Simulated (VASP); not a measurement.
# AlNi (P4/mmm) in VASP: notebook, part 2 of 2

VASP 6.6.1. Earlier steps stand in the parts before.

### Step 3. Single point, PBEsol

This run uses another cell than the first one, of the same volume but with other edges.

File INCAR:

```
ALGO     = Fast           # electronic algorithm
EDIFF    = 1E-7           # SCF threshold, eV
ENCUT    = 520            # plane-wave cutoff, eV
GGA      = PS             # functional
ISIF     = 2              # what is computed and relaxed
ISMEAR   = 0              # smearing method
LASPH    = True           # aspherical terms in the spheres
LCHARG   = False          # write CHGCAR
LREAL    = False          # projectors in reciprocal space
LWAVE    = False          # write WAVECAR
NBANDS   = 14             # bands
NELM     = 100            # most SCF steps
PREC     = Accurate       # precision mode
SIGMA    = 0.15           # smearing width, eV
```

File KPOINTS:

```
k-points
0
Gamma
  18 18 18
```

File POSCAR:

```
AlNi
1.0
    2.6397460023      0.0000000000      0.0000000000
    0.0000000000      2.6397460023      0.0000000000
    0.0000000000      0.0000000000      3.4316698030
Al Ni
1 1
Direct
    0.0000000000      0.0000000000      0.0000000000
    0.5000000000      0.5000000000      0.5000000000
```

Potentials or basis: VASP PAW PBE potentials, release 64 (Al, Ni).

Command:

```console
> cat potpaw_PBE.64/Al/POTCAR potpaw_PBE.64/Ni/POTCAR > POTCAR
> mpirun -np 1 vasp_std > vasp.out
```

OUTCAR:

```text
EDIFF = 1E-7
   ENCUT = 520
   GGA = PS
   ISIF = 2
   ISMEAR = 0
   LASPH = True
   LREAL = False
   NELM = 100
   PREC = Accurate

 ion  position               nearest neighbor table
   1  0.000  0.000  0.000-   2 2.54   2 2.54   2 2.54   2 2.54   2 2.54   2 2.54   2 2.54   2 2.54

   2  0.500  0.500  0.500-   1 2.54   1 2.54   1 2.54   1 2.54   1 2.54   1 2.54   1 2.54   1 2.54

  LATTYP: Found a simple tetragonal cell.
 ALAT       =     2.6397460023
 C/A-ratio  =     1.3000000000

  Lattice vectors:

 A1 = (   2.6397460023,   0.0000000000,   0.0000000000)
 A2 = (   0.0000000000,   2.6397460023,   0.0000000000)
 A3 = (   0.0000000000,   0.0000000000,   3.4316698030)

Analysis of symmetry for initial positions (statically):
=====================================================================
 Subroutine PRICEL returns:
 Original cell was already a primitive cell.

 Routine SETGRP: Setting up the symmetry group for a
 simple tetragonal supercell.

 Subroutine GETGRP returns: Found 16 space group operations
 (whereof 16 operations were pure point group operations)
 out of a pool of 16 trial point group operations.

The static configuration has the point symmetry D_4h.

Analysis of symmetry for dynamics (positions and initial velocities):
=====================================================================
 Subroutine PRICEL returns:
 Original cell was already a primitive cell.

 Routine SETGRP: Setting up the symmetry group for a
 simple tetragonal supercell.

 Subroutine GETGRP returns: Found 16 space group operations
 (whereof 16 operations were pure point group operations)
 out of a pool of 16 trial point group operations.

The dynamic configuration has the point symmetry D_4h.

 Subroutine INISYM returns: Found 16 space group operations
 (whereof 16 operations are pure point group operations),
 and found     1 'primitive' translations

[... 123 lines left out ...]
   LEPSILON=     F    determine dielectric tensor
   LRPA    =     F    only Hartree local field effects (RPA)
 non-spin polarized calculation
 RMM-DIIS sequential band-by-band and
 Gauss-broadening in eV      SIGMA  =   0.15
  energy-cutoff  :      520.00
  volume of cell :       23.91
 maximum number of plane-waves:       676
 NGX is ok and might be reduce to    20

 number of electron      12.9999986 magnetization

 Free energy of the ion-electron system (eV)
  ---------------------------------------------------
  ext. energy  EPLUGINS =         0.00000000
  ---------------------------------------------------
  free energy    TOTEN  =       -11.41311358 eV

  energy without entropy =      -11.39961568  energy(sigma->0) =      -11.40636463

 E-fermi :   9.9236     XC(G=0): -12.1699

 val. band max:        9.9210127175   @ k =   0.5000   0.3333   0.2778
 cond. band min:       9.9244654288   @ k =   0.4444   0.2222   0.0556
 fundamental gap:      0.0034527114
 Fermi energy:         9.9235791450

 k-point     1 :       0.0000    0.0000    0.0000
  band No.  band energies     occupation
      1      -1.2965      2.00000
      2       6.3249      2.00000
      3       6.6987      2.00000
      4       8.3040      2.00000
      5       8.3040      2.00000
      6       8.8462      2.00000
      7      10.2368      0.00314
      8      15.0348      0.00000
      9      18.7629      0.00000
     10      18.7629      0.00000
     11      19.0181      0.00000
     12      25.6033      0.00000
     13      29.7973      0.00000
     14      29.7976      0.00000
[... 377 lines left out ...]
      1       1.2987      2.00000
      2       6.3710      2.00000
      3       7.0136      2.00000
      4       7.0455      2.00000
      5       8.2110      2.00000
      6       8.2252      2.00000
      7      10.6998      0.00000
      8      13.8286      0.00000
      9      16.1153      0.00000
     10      18.6873      0.00000
     11      20.6709      0.00000
     12      22.7865      0.00000
     13      25.0415      0.00000
     14      27.5397      0.00000

 [... further k-points ...]

------------------------ aborting loop because EDIFF is reached ----------------------------------------

  FORCE on cell =-STRESS in cart. coord.  units (eV):
  Direction    XX          YY          ZZ          XY          YZ          ZX
  --------------------------------------------------------------------------------------
  -------------------------------------------------------------------------------------
  Total        0.4409719      0.4409719     -1.4526519      0.0000000      0.0000000      0.0000000
  in kB       29.5455259     29.5455259    -97.3290219      0.0000000      0.0000000      0.0000000
  external PRESSURE =     -12.7459900 kB  Pullay stress =       0.0000000 kB

 VOLUME and BASIS-vectors are now :
 -----------------------------------------------------------------------------
  energy-cutoff  :      520.00
  volume of cell :       23.91
      direct lattice vectors                 reciprocal lattice vectors
     2.639746002  0.000000000  0.000000000     0.378824326  0.000000000  0.000000000
     0.000000000  2.639746002  0.000000000     0.000000000  0.378824326  0.000000000
     0.000000000  0.000000000  3.431669803     0.000000000  0.000000000  0.291403328

 POSITION                                       TOTAL-FORCE (eV/Angst)
 -----------------------------------------------------------------------------------
      0.00000      0.00000      0.00000         0.000000      0.000000      0.000000
      1.31987      1.31987      1.71583         0.000000      0.000000      0.000000
 -----------------------------------------------------------------------------------
    total drift:                               -0.000000      0.000000      0.000000

  FREE ENERGIE OF THE ION-ELECTRON SYSTEM (eV)
  ---------------------------------------------------
  free  energy   TOTEN  =       -11.4131135848 eV

  energy  without entropy=      -11.3996156809  energy(sigma->0) =      -11.40636463
```

Wall time 3.9 min (1 thread of Intel Xeon 8259CL, shared host); peak memory 0.3 GiB.

What came out:

```
Free energy            : -11.4131 eV
Pressure               : -1.3 GPa
Band gap on the k mesh : zero (an odd number of electrons rules out a gap without spin polarisation)
```

Levels at points of the mesh, in eV from the Fermi level:
| k point | band 5 | band 6 | band 7 | band 8 | band 9 | band 10 |
| --- | --- | --- | --- | --- | --- | --- |
| (0.00, 0.00, 0.00) | -1.62 | -1.08 | 0.31 | 5.11 | 8.84 | 8.84 |
| (0.50, 0.00, 0.00) | -1.81 | -1.47 | -0.06 | 5.54 | 6.79 | 7.75 |
| (0.50, 0.50, 0.00) | -1.62 | -1.62 | -0.61 | 2.86 | 4.00 | 9.28 |
| (0.00, 0.00, 0.50) | -1.82 | -1.82 | -1.06 | 8.73 | 12.09 | 12.09 |
| (0.50, 0.00, 0.50) | -1.79 | -1.64 | -1.62 | 1.41 | 1.59 | 15.11 |
| (0.50, 0.50, 0.50) | -0.61 | 1.79 | 2.52 | 2.52 | 3.50 | 3.50 |

Caveat: the PAW data sets were made with another functional, which shifts forces and pressure a little. Spin polarisation is off, so any magnetic state and its effect on volume and gap are missing.

### Step 4. Single point, PBEsol

This run uses another cell than the first one, of the same volume but with other edges.

File INCAR:

```
SYSTEM = AlNi
  PREC = Accurate
  ENCUT = 520
  EDIFF = 1E-7
  ISMEAR = 0
  SIGMA = 0.15
  LREAL = .FALSE.
  LASPH = .TRUE.
  NELM = 60
  ALGO = Fast
  ISIF = 2
  LWAVE = .FALSE.
  LCHARG = .TRUE.
  GGA = PS
  LELF = .TRUE.
  LVHAR = .TRUE.
  NBANDS = 14
```

File KPOINTS:

```
Automatic mesh
0
G
  18 18 18
  0 0 0
```

File POSCAR:

```
AlNi
1.0
    2.7909091310      0.0000000000      0.0000000000
    0.0000000000      2.7909091310      0.0000000000
    0.0000000000      0.0000000000      3.0700000441
Al Ni
1 1
Direct
    0.0000000000      0.0000000000      0.0000000000
    0.5000000000      0.5000000000      0.5000000000
```

Potentials or basis: VASP PAW PBE potentials, release 64 (Al, Ni).

Command:

```console
> cat potpaw_PBE.64/Al/POTCAR potpaw_PBE.64/Ni/POTCAR > POTCAR
> mpirun -np 1 vasp_std > vasp.out
```

OUTCAR:

```text
SYSTEM = AlNi
   PREC = Accurate
   ENCUT = 520
   EDIFF = 1E-7
   ISMEAR = 0
   LREAL = .FALSE.
   LASPH = .TRUE.
   NELM = 60
   ISIF = 2
   GGA = PS

 ion  position               nearest neighbor table
   1  0.000  0.000  0.000-   2 2.50   2 2.50   2 2.50   2 2.50   2 2.50   2 2.50   2 2.50   2 2.50

   2  0.500  0.500  0.500-   1 2.50   1 2.50   1 2.50   1 2.50   1 2.50   1 2.50   1 2.50   1 2.50

  LATTYP: Found a simple tetragonal cell.
 ALAT       =     2.7909091310
 C/A-ratio  =     1.1000000000

  Lattice vectors:

 A1 = (   2.7909091310,   0.0000000000,   0.0000000000)
 A2 = (   0.0000000000,   2.7909091310,   0.0000000000)
 A3 = (   0.0000000000,   0.0000000000,   3.0700000441)

Analysis of symmetry for initial positions (statically):
=====================================================================
 Subroutine PRICEL returns:
 Original cell was already a primitive cell.

 Routine SETGRP: Setting up the symmetry group for a
 simple tetragonal supercell.

 Subroutine GETGRP returns: Found 16 space group operations
 (whereof 16 operations were pure point group operations)
 out of a pool of 16 trial point group operations.

The static configuration has the point symmetry D_4h.

Analysis of symmetry for dynamics (positions and initial velocities):
=====================================================================
 Subroutine PRICEL returns:
 Original cell was already a primitive cell.

 Routine SETGRP: Setting up the symmetry group for a
 simple tetragonal supercell.

 Subroutine GETGRP returns: Found 16 space group operations
 (whereof 16 operations were pure point group operations)
 out of a pool of 16 trial point group operations.

The dynamic configuration has the point symmetry D_4h.

 Subroutine INISYM returns: Found 16 space group operations
 (whereof 16 operations are pure point group operations),
 and found     1 'primitive' translations

----------------------------------------------------------------------------------------

                                     Primitive cell
[... 123 lines left out ...]
 RMM-DIIS sequential band-by-band and
 Gauss-broadening in eV      SIGMA  =   0.15
  energy-cutoff  :      520.00
  volume of cell :       23.91
 maximum number of plane-waves:       660
 NGX is ok and might be reduce to    24

 number of electron      12.9999995 magnetization

 Free energy of the ion-electron system (eV)
  ---------------------------------------------------
  ext. energy  EPLUGINS =         0.00000000
  ---------------------------------------------------
  free energy    TOTEN  =       -11.55920161 eV

  energy without entropy =      -11.54992610  energy(sigma->0) =      -11.55456386

 E-fermi :   9.8996     XC(G=0): -12.1661

 val. band max:        9.8914082813   @ k =   0.2222   0.1667   0.3333
 cond. band min:       9.9109068419   @ k =   0.3889   0.2778   0.4444
 fundamental gap:      0.0194985606
 Fermi energy:         9.8995568889

 k-point     1 :       0.0000    0.0000    0.0000
  band No.  band energies     occupation
      1      -1.2419      2.00000
      2       6.5887      2.00000
      3       6.6937      2.00000
      4       8.2924      2.00000
      5       8.2924      2.00000
      6       8.5367      2.00000
      7      13.2736      0.00000
      8      16.5609      0.00000
      9      16.5609      0.00000
     10      17.2809      0.00000
     11      18.4150      0.00000
     12      24.0134      0.00000
     13      30.2083      0.00000
     14      30.2083      0.00000
[... 377 lines left out ...]
      1       1.0997      2.00000
      2       5.9054      2.00000
      3       7.0651      2.00000
      4       7.5240      2.00000
      5       7.9152      2.00000
      6       8.2604      2.00000
      7      10.1694      0.01096
      8      16.2457      0.00000
      9      16.3623      0.00000
     10      18.6943      0.00000
     11      22.3923      0.00000
     12      22.7022      0.00000
     13      24.2374      0.00000
     14      26.2150      0.00000

 [... further k-points ...]

------------------------ aborting loop because EDIFF is reached ----------------------------------------

  FORCE on cell =-STRESS in cart. coord.  units (eV):
  Direction    XX          YY          ZZ          XY          YZ          ZX
  --------------------------------------------------------------------------------------
  -------------------------------------------------------------------------------------
  Total       -0.1429167     -0.1429167     -0.9550333      0.0000000      0.0000000      0.0000000
  in kB       -9.5755538     -9.5755538    -63.9881160      0.0000000      0.0000000      0.0000000
  external PRESSURE =     -27.7130745 kB  Pullay stress =       0.0000000 kB

 VOLUME and BASIS-vectors are now :
 -----------------------------------------------------------------------------
  energy-cutoff  :      520.00
  volume of cell :       23.91
      direct lattice vectors                 reciprocal lattice vectors
     2.790909131  0.000000000  0.000000000     0.358306184  0.000000000  0.000000000
     0.000000000  2.790909131  0.000000000     0.000000000  0.358306184  0.000000000
     0.000000000  0.000000000  3.070000044     0.000000000  0.000000000  0.325732894

 POSITION                                       TOTAL-FORCE (eV/Angst)
 -----------------------------------------------------------------------------------
      0.00000      0.00000      0.00000         0.000000      0.000000      0.000000
      1.39545      1.39545      1.53500         0.000000      0.000000      0.000000
 -----------------------------------------------------------------------------------
    total drift:                                0.000000      0.000000     -0.000000

  FREE ENERGIE OF THE ION-ELECTRON SYSTEM (eV)
  ---------------------------------------------------
  free  energy   TOTEN  =       -11.5592016133 eV

  energy  without entropy=      -11.5499260992  energy(sigma->0) =      -11.55456386
```

OSZICAR:

```text
N       E                     dE             d eps       ncg     rms          rms(c)
DAV:   1     0.395288061221E+02    0.39529E+02   -0.54057E+03 15624   0.974E+02
DAV:   2    -0.114810843085E+02   -0.51010E+02   -0.45923E+02 16444   0.179E+02
DAV:   3    -0.132051853171E+02   -0.17241E+01   -0.17066E+01 19572   0.366E+01
DAV:   4    -0.132281022064E+02   -0.22917E-01   -0.22909E-01 18210   0.383E+00
DAV:   5    -0.132287830758E+02   -0.68087E-03   -0.68086E-03 19766   0.720E-01    0.129E+01
RMM:   6    -0.155901222641E+02   -0.23613E+01   -0.16751E+01 18784   0.512E+01    0.182E+01
RMM:   7    -0.115838406059E+02    0.40063E+01   -0.46115E+00 17216   0.261E+01    0.117E+00
RMM:   8    -0.115710850262E+02    0.12756E-01   -0.11683E-01 16401   0.344E+00    0.792E-01
RMM:   9    -0.115634715159E+02    0.76135E-02   -0.33718E-02 17346   0.114E+00    0.588E-01
RMM:  10    -0.115592235040E+02    0.42480E-02   -0.87100E-03 18751   0.117E+00    0.149E-01
RMM:  11    -0.115593883149E+02   -0.16481E-03   -0.98308E-04 20690   0.374E-01    0.139E-01
RMM:  12    -0.115591922907E+02    0.19602E-03   -0.34844E-04 20844   0.204E-01    0.291E-02
RMM:  13    -0.115591999887E+02   -0.76980E-05   -0.92207E-05 21092   0.659E-02    0.101E-02
RMM:  14    -0.115592014168E+02   -0.14281E-05   -0.16728E-05 22969   0.275E-02    0.601E-03
RMM:  15    -0.115592016605E+02   -0.24376E-06   -0.19064E-06 20572   0.105E-02    0.490E-03
RMM:  16    -0.115592016133E+02    0.47285E-07   -0.63461E-07 16840   0.749E-03
   1 F= -.11559202E+02 E0= -.11554564E+02  d E =-.927551E-02
```

stdout:

```text
POSCAR found type information on POSCAR AlNi
 POSCAR found :  2 types and       2 ions
 scaLAPACK will be used
 -----------------------------------------------------------------------------
|                                                                             |
|                                                                             |
|     You enforced a specific xc type in the INCAR file but a different       |
|     I HOPE YOU KNOW WHAT YOU ARE DOING!                                     |
|                                                                             |
 -----------------------------------------------------------------------------

 LDA part: xc-table for (Slater+PW92), standard interpolation
 POSCAR, INCAR and KPOINTS ok, starting setup
 FFT: planning ... GRIDC
 FFT: planning ... GRID_SOFT
 FFT: planning ... GRID
 WAVECAR not read
 entering main loop
WARNING in EDDRMM: call to ZHEGV failed, returncode =   8  4     13
WARNING in EDDRMM: call to ZHEGV failed, returncode =   8  4     14
WARNING in EDDRMM: call to ZHEGV failed, returncode =   6  3     14
WARNING in EDDRMM: call to ZHEGV failed, returncode =   8  4     13
```

It took 3.7 min on 1 thread of Intel Xeon 8259CL, shared host; peak memory 0.3 GiB.

Results:

| Property | Result |
| --- | --- |
| Free energy | -11.5592 eV |
| Pressure | -2.8 GPa |
| Band gap on the k mesh | zero (an odd number of electrons rules out a gap without spin polarisation) |

Levels at points of the mesh, in eV from the Fermi level:
| k point | band 3 | band 4 | band 5 | band 6 | band 7 | band 8 | band 9 | band 10 | band 11 | band 12 |
| --- | --- | --- | --- | --- | --- | --- | --- | --- | --- | --- |
| (0.00, 0.00, 0.00) | -3.21 | -1.61 | -1.61 | -1.36 | 3.37 | 6.66 | 6.66 | 7.38 | 8.52 | 14.11 |
| (0.50, 0.00, 0.00) | -2.73 | -2.61 | -2.07 | -1.49 | -0.41 | 8.04 | 8.13 | 9.52 | 11.21 | 12.19 |
| (0.50, 0.50, 0.00) | -2.44 | -2.44 | -2.33 | -2.33 | -0.87 | 2.04 | 3.06 | 10.91 | 13.77 | 13.77 |
| (0.00, 0.00, 0.50) | -2.87 | -2.08 | -2.08 | -1.31 | -1.11 | 8.36 | 10.86 | 10.86 | 11.23 | 11.23 |
| (0.50, 0.00, 0.50) | -3.29 | -2.83 | -1.97 | -1.90 | -1.15 | 1.27 | 2.20 | 13.16 | 15.37 | 15.95 |
| (0.50, 0.50, 0.50) | -4.07 | -1.12 | -0.86 | 1.88 | 2.09 | 2.09 | 3.77 | 4.13 | 4.13 | 5.14 |

Caveat: the PAW data sets were made with another functional, which shifts forces and pressure a little. Spin polarisation is off, so any magnetic state and its effect on volume and gap are missing.

### Step 5. The runs side by side

| cell | gap on the mesh (eV) | pressure (GPa) |
| --- | --- | --- |
| a = 3.130, b = 3.130, c = 2.441 Å, 2 atoms | none | 3.0 |
| a = 2.640, b = 2.640, c = 3.432 Å, 2 atoms | none | -1.3 |
| a = 2.791, b = 2.791, c = 3.070 Å, 2 atoms | none | -2.8 |

Alike in all rows: task single point; level PBEsol; potentials or basis VASP PAW PBE potentials, release 64 (Al, Ni); no spin polarisation; k mesh 18 × 18 × 18; cutoff (eV) 520; smearing gaussian 0.15 eV.

Caveats: the PAW data sets were made with another functional, which shifts forces and pressure a little; the cell stands under pressure (at least some runs).

Total energies depend on the potentials used, so only differences within one code and one set of settings carry meaning.
